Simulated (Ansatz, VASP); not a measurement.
Ni2Pt: VASP beside Ansatz

File INCAR:

```
PREC = Accurate
ENCUT = 600
EDIFF = 1E-7
ISMEAR = 0
SIGMA = 0.1
LREAL = False
LASPH = True
NELM = 150
ALGO = Normal
ISIF = 3
LWAVE = False
LCHARG = False
ISPIN = 2
MAGMOM = 2 2 0
LORBIT = 11
LMAXMIX = 4
GGA = PE
IBRION = 2
NSW = 90
EDIFFG = -0.04
```

KPOINTS

```
regular mesh
0
Gamma
  6 6 4
```

POSCAR

```
Ni2Pt
1.0
    2.5744785100      0.0000000000      0.0000000000
   -1.2872392500      2.2295637900      0.0000000000
    0.0000000000      0.0000000000      6.3061587000
Ni Pt
2 1
Direct
    0.3333333300      0.6666666700      0.6666666700
    0.6666666700      0.3333333300      0.3333333300
    0.0000000000      0.0000000000      0.0000000000
```

Input for Ansatz:

```yaml
crystal:
  lattice:
    - [2.57447851, 0.0, 0.0]
    - [-1.28723925, 2.22956379, 0.0]
    - [0.0, 0.0, 6.3061587]
  atoms:
    - { symbol: Ni, position: [0.33333333, 0.66666667, 0.66666667], spin: 2.0 }
    - { symbol: Ni, position: [0.66666667, 0.33333333, 0.33333333], spin: 2.0 }
    - { symbol: Pt, position: [0.0, 0.0, 0.0] }
basis:
  ecutwfc: 420
kpoints:
  mp_grid: { grid: [6, 6, 4] }
hamiltonian:
  xc: pbe
scf:
  occupations: { method: gaussian, width: 0.1 }
  lower_state_search: "off"
output:
  forces: true
  stress: true
  eigenvalues: true
  populations: true
magnetization:
  spin_polarized: true
relax:
  adjacent_minimum: "off"
  f_tol: 0.04
  max_steps: 70
  cell: { stress_tol: 0.4 }
```

Alike in both runs: task relaxation of cell and atoms; functional PBE; k mesh 6 × 6 × 4; occupations gaussian, width 0.1 eV; collinear spin.

|  | VASP | Ansatz |
| --- | --- | --- |
| version | VASP 6.6.1 | Ansatz 0.2.0 |
| potentials or method | VASP PAW PBE potentials, release 64 (Ni, Pt), cutoff 600 eV | scalar-relativistic, plane waves, PAW |
| valence electrons in the cell | 30 | 54 |

|  | VASP | Ansatz | Ansatz less VASP |
| --- | --- | --- | --- |
| gap on the k mesh at the Fermi level, each at its own relaxed structure (eV) | none | none | - |
| net moment per atom (μB) | 0.55 | 0.56 | +0.008 |
| size of the moment on the site where the two differ most (μB) | 0.76 | 0.80 | +0.041 |
| relaxed volume (Å³/atom) | 12.80 | 12.82 | +0.023 |
| relaxed cell length with the largest relative difference (Å) | 2.666 | 2.668 | +0.0021 |

Site moments also hang on the region over which each program counts them. A gap of «none» marks a metal or a gap that the smearing closes. VASP's potentials hold 30 valence electrons a cell and Ansatz's 54, so a difference there can come from the potentials and not from the codes.

The k mesh is coarse, so the values compare programs but aren't converged. Neither program's run includes spin-orbit coupling.
